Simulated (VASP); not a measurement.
# KTaO3 (Pm-3m) in VASP: single point with PBEsol+U

Aim: the single point of KTaO3 with PBEsol+U.

Program: VASP 6.6.1. These are calculated values, not measurements. Logs are shortened: lines on timing, memory, paths and dates and some standing lists are left out, and cuts for length are marked.

## Step 1: The cell of the first run

It takes space group Pm-3m (No. 221, cubic). Conventional cell: a = 3.988 Å, b = 3.988 Å, c = 3.988 Å, α = 90.00°, β = 90.00°, γ = 90.00°. Ta (site symmetry m-3m) has 6 O at 1.99 Å within 2.6 Å. Within 3.7 Å of K (site symmetry m-3m) lie 12 O at 2.82 Å and 8 Ta at 3.45 Å. Within 2.6 Å of O (site symmetry 4/mmm) lie 2 Ta at 1.99 Å.

## Step 2: Single point, PBEsol+U

Input file POSCAR:

```
KTaO3
1.0
    3.9883000000      0.0000000000      0.0000000000
    0.0000000000      3.9883000000      0.0000000000
    0.0000000000      0.0000000000      3.9883000000
Ta K O
1 1 3
Direct
    0.0000000000      0.0000000000      0.0000000000
    0.5000000000      0.5000000000      0.5000000000
    0.0000000000      0.0000000000      0.5000000000
    0.0000000000      0.5000000000      0.0000000000
    0.5000000000      0.0000000000      0.0000000000
```

Input file INCAR.step1:

```
ALGO = Normal
EDIFF = 1E-6
ENCUT = 1000
GGA = PS
GGA_COMPAT = False
ISIF = 2
ISMEAR = -1
LASPH = True
LCHARG = True
LDAU = True
LDAUJ = 0 0 0
LDAUL = 2 -1 -1
LDAUPRINT = 1
LDAUTYPE = 2
LDAUU = 8 0 0
LMAXMIX = 4
LORBIT = 11
LREAL = False
LWAVE = False
NBANDS = 28
NEDOS = 2001
NELM = 200
PREC = Accurate
SIGMA = 0.05
```

Input file KPOINTS.step1:

```
k-points
0
Gamma
  7 7 7
```

Input file INCAR.step2:

```
ALGO = Normal
EDIFF = 1E-6
ENCUT = 1000
GGA = PS
GGA_COMPAT = False
ICHARG = 11
ISIF = 2
ISMEAR = -5
LASPH = True
LCHARG = False
LDAU = True
LDAUJ = 0 0 0
LDAUL = 2 -1 -1
LDAUPRINT = 1
LDAUTYPE = 2
LDAUU = 8 0 0
LMAXMIX = 4
LORBIT = 11
LREAL = False
LWAVE = False
NEDOS = 1001
NELM = 200
PREC = Accurate
SIGMA = 0.05
```

Input file KPOINTS.step2:

```
k-points
0
Gamma
  11 11 11
```

Potentials or basis: VASP PAW PBE potentials, release 64 (Ta_sv_GW, K_sv, O_h).

Launch:

```sh
cat potpaw_PBE.64/Ta_sv_GW/POTCAR potpaw_PBE.64/K_sv/POTCAR potpaw_PBE.64/O_h/POTCAR > POTCAR
cp INCAR.step1 INCAR
cp KPOINTS.step1 KPOINTS
mpirun -np 1 vasp_std > vasp.out
cp INCAR.step2 INCAR
cp KPOINTS.step2 KPOINTS
mpirun -np 1 vasp_std > vasp.out
```

OUTCAR:

```text
EDIFF = 1E-6
   ENCUT = 1000
   GGA = PS
   ICHARG = 11
   ISIF = 2
   ISMEAR = -5
   LASPH = True
   LORBIT = 11
   LREAL = False
   NELM = 200
   PREC = Accurate

 ion  position               nearest neighbor table
   1  0.000  0.000  0.000-   3 1.99   4 1.99   5 1.99   3 1.99   4 1.99   5 1.99   2 3.45   2 3.45
                             2 3.45   2 3.45   2 3.45   2 3.45   2 3.45   2 3.45
   2  0.500  0.500  0.500-   1 3.45   1 3.45   1 3.45   1 3.45   1 3.45   1 3.45   1 3.45   1 3.45

   3  0.000  0.000  0.500-   1 1.99   1 1.99
   4  0.000  0.500  0.000-   1 1.99   1 1.99
   5  0.500  0.000  0.000-   1 1.99   1 1.99

  LATTYP: Found a simple cubic cell.
 ALAT       =     3.9883000000

  Lattice vectors:

 A1 = (   3.9883000000,   0.0000000000,   0.0000000000)
 A2 = (   0.0000000000,   3.9883000000,   0.0000000000)
 A3 = (   0.0000000000,   0.0000000000,   3.9883000000)

Analysis of symmetry for initial positions (statically):
=====================================================================
 Subroutine PRICEL returns:
 Original cell was already a primitive cell.

 Routine SETGRP: Setting up the symmetry group for a
 simple cubic supercell.

 Subroutine GETGRP returns: Found 48 space group operations
 (whereof 48 operations were pure point group operations)
 out of a pool of 48 trial point group operations.

The static configuration has the point symmetry O_h .

Analysis of symmetry for dynamics (positions and initial velocities):
=====================================================================
 Subroutine PRICEL returns:
 Original cell was already a primitive cell.

 Routine SETGRP: Setting up the symmetry group for a
 simple cubic supercell.

 Subroutine GETGRP returns: Found 48 space group operations
 (whereof 48 operations were pure point group operations)
 out of a pool of 48 trial point group operations.

The dynamic configuration has the point symmetry O_h .

 Subroutine INISYM returns: Found 48 space group operations
 (whereof 48 operations are pure point group operations),
 and found     1 'primitive' translations
[... 165 lines left out ...]
 occupancies and eigenvectors

  o =  0.1111  v =  0.0000  0.7676 -0.0000 -0.6410  0.0000  0.0000  0.0000  0.0000  0.0000  0.0000      0.0000  0.0000  0.0000  0.0000  0.0000  0.0000  0.0000  0.0000  0.0000  0.0000
  o =  0.1111  v =  0.0000  0.0000  0.0000  0.0000  0.0000  0.0000  0.7676 -0.0000 -0.6410  0.0000      0.0000  0.0000  0.0000  0.0000  0.0000  0.0000  0.0000  0.0000  0.0000  0.0000
  o =  0.1111  v =  0.0000  0.6410 -0.0000  0.7676 -0.0000  0.0000  0.0000  0.0000  0.0000  0.0000      0.0000  0.0000  0.0000  0.0000  0.0000  0.0000  0.0000  0.0000  0.0000  0.0000
  o =  0.1111  v =  0.0000  0.0000  0.0000  0.0000  0.0000  0.0000  0.6410 -0.0000  0.7676 -0.0000      0.0000  0.0000  0.0000  0.0000  0.0000  0.0000  0.0000  0.0000  0.0000  0.0000
  o =  0.1111  v =  0.0000  0.0000  0.0000  0.0000  0.0000  1.0000  0.0000  0.0000  0.0000  0.0000      0.0000  0.0000  0.0000  0.0000  0.0000  0.0000  0.0000  0.0000  0.0000  0.0000
  o =  0.1111  v =  1.0000  0.0000  0.0000  0.0000  0.0000  0.0000  0.0000  0.0000  0.0000  0.0000      0.0000  0.0000  0.0000  0.0000  0.0000  0.0000  0.0000  0.0000  0.0000  0.0000
  o =  0.2527  v =  0.0000  0.0000  0.0000  0.0000  0.0000  0.0000  0.0000  0.0000 -0.0000 -1.0000      0.0000  0.0000  0.0000  0.0000  0.0000  0.0000  0.0000  0.0000  0.0000  0.0000
  o =  0.2527  v =  0.0000  0.0000  0.0000 -0.0000 -1.0000  0.0000  0.0000  0.0000  0.0000  0.0000      0.0000  0.0000  0.0000  0.0000  0.0000  0.0000  0.0000  0.0000  0.0000  0.0000
  o =  0.2527  v =  0.0000 -0.0000 -1.0000  0.0000 -0.0000  0.0000  0.0000  0.0000  0.0000  0.0000      0.0000  0.0000  0.0000  0.0000  0.0000  0.0000  0.0000  0.0000  0.0000  0.0000
  o =  0.2527  v =  0.0000  0.0000  0.0000  0.0000  0.0000  0.0000 -0.0000 -1.0000  0.0000 -0.0000      0.0000  0.0000  0.0000  0.0000  0.0000  0.0000  0.0000  0.0000  0.0000  0.0000

 number of electron      39.9999989 magnetization

 Free energy of the ion-electron system (eV)
  ---------------------------------------------------
  ext. energy  EPLUGINS =         0.00000000
  ---------------------------------------------------
  free energy    TOTEN  =       -39.64410434 eV

  energy without entropy =      -39.64410434  energy(sigma->0) =      -39.64410434

 E-fermi :   3.7448     XC(G=0): -11.2811

 val. band max:        3.7146998905   @ k =   0.4545   0.4545   0.4545
 cond. band min:       7.0304784562   @ k =   0.0000   0.0000   0.0000
 fundamental gap:      3.3157785657
 Fermi energy:         3.7448190692

 k-point     1 :       0.0000    0.0000    0.0000
  band No.  band energies     occupation
      1     -65.4262      2.00000
      2     -31.7865      2.00000
      3     -31.7865      2.00000
      4     -31.7865      2.00000
      5     -23.4170      2.00000
      6     -13.8661      2.00000
[... 637 lines left out ...]
     23       8.6937      0.00000
     24      11.4085      0.00000

 [... further k-points ...]
[... 5 lines left out ...]
  --------------------------------------------------------------------------------------
  -------------------------------------------------------------------------------------
  Total        3.4384711      3.4384711      3.4384711      0.0000000     -0.0000000     -0.0000000
  in kB       86.8385385     86.8385385     86.8385385      0.0000000     -0.0000000     -0.0000000
  external PRESSURE =      86.8385385 kB  Pullay stress =       0.0000000 kB

 VOLUME and BASIS-vectors are now :
 -----------------------------------------------------------------------------
  energy-cutoff  :     1000.00
  volume of cell :       63.44
      direct lattice vectors                 reciprocal lattice vectors
     3.988300000  0.000000000  0.000000000     0.250733395  0.000000000  0.000000000
     0.000000000  3.988300000  0.000000000     0.000000000  0.250733395  0.000000000
     0.000000000  0.000000000  3.988300000     0.000000000  0.000000000  0.250733395

 POSITION                                       TOTAL-FORCE (eV/Angst)
 -----------------------------------------------------------------------------------
      0.00000      0.00000      0.00000         0.000000      0.000000      0.000000
      1.99415      1.99415      1.99415         0.000000      0.000000      0.000000
      0.00000      0.00000      1.99415         0.000000      0.000000      0.000000
      0.00000      1.99415      0.00000         0.000000      0.000000      0.000000
      1.99415      0.00000      0.00000         0.000000      0.000000      0.000000
 -----------------------------------------------------------------------------------
    total drift:                                0.000000      0.000000     -0.000000

  FREE ENERGIE OF THE ION-ELECTRON SYSTEM (eV)
  ---------------------------------------------------
  free  energy   TOTEN  =       -39.6441043378 eV

  energy  without entropy=      -39.6441043378  energy(sigma->0) =      -39.64410434

 total charge

# of ion       s       p       d       f       tot
--------------------------------------------------
    1        3.363   6.130   1.640   0.259  11.392
    2        1.961   5.589   0.052   0.000   7.602
    3        1.027   2.365   0.000   0.000   3.392
    4        1.027   2.365   0.000   0.000   3.392
    5        1.027   2.365   0.000   0.000   3.392
--------------------------------------------------
tot          8.405  18.813   1.692   0.259  29.169
```

OUTCAR.step1:

```text
EDIFF = 1E-6
   ENCUT = 1000
   GGA = PS
   ISIF = 2
   ISMEAR = -1
   LASPH = True
   LORBIT = 11
   LREAL = False
   NELM = 200
   PREC = Accurate

[... 888 lines left out ...]
  free  energy   TOTEN  =       -39.6439823642 eV

  energy  without entropy=      -39.6439823641  energy(sigma->0) =      -39.64398236

 total charge

# of ion       s       p       d       f       tot
--------------------------------------------------
    1        3.363   6.130   1.640   0.259  11.392
    2        1.961   5.589   0.052   0.000   7.602
    3        1.027   2.365   0.000   0.000   3.392
    4        1.027   2.365   0.000   0.000   3.392
    5        1.027   2.365   0.000   0.000   3.392
--------------------------------------------------
tot          8.405  18.813   1.692   0.259  29.170
```

Wall time 3.1 min (1 thread of Intel Xeon Platinum 8488C (Sapphire Rapids), shared host); peak memory 0.43 GiB.

Results:

```
Valence electrons inside the program's atomic spheres : Ta 11.39; K 7.60; O 3.39
```

Eigenvalues of the final occupation matrices:
```
    site  spin  trace               eigenvalues
site 1 d     1   0.84  0.11 0.11 0.11 0.25 0.25
site 1 d     2   0.84  0.11 0.11 0.11 0.25 0.25
```

Caveat: the PAW data sets were made with another functional, which shifts forces and pressure a little; spin-orbit coupling is left out, which moves the levels of the heavy elements.
